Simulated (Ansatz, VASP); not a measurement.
## KNa2Rh in VASP and in Ansatz

```
CELL_PARAMETERS angstrom
3.46323 0.00000 0.00000
0.00000 3.46323 0.00000
0.00000 0.00000 10.23704
ATOMIC_POSITIONS crystal
K 0.50000 0.50000 0.50000
Na 0.00000 0.00000 0.84051
Na 0.00000 0.00000 0.15949
Rh 0.50000 0.50000 0.00000
```

Alike in both runs: task relaxation of cell and atoms; functional PBE; k mesh 6 × 6 × 2; occupations gaussian, width 0.1 eV; no spin polarisation.

```csv
,VASP,Ansatz
version,VASP 6.6.1,Ansatz 0.2.0
potentials or method,"VASP PAW PBE potentials, release 64 (K_sv, Na_sv, Rh_sv_GW), cutoff 970 eV","scalar-relativistic, plane waves, PAW"
valence electrons in the cell,44,44
```

|  | VASP | Ansatz | Ansatz less VASP |
| --- | --- | --- | --- |
| gap on the k mesh at the Fermi level, each at its own relaxed structure (eV) | none | none | - |
| relaxed volume (Å³/atom) | 30.23 | 30.59 | +0.356 |
| relaxed length of the cell vector where the two differ most in proportion (Å) | 3.628 | 3.658 | +0.0294 |

A gap of «none» marks a metal or a gap that the smearing closes.
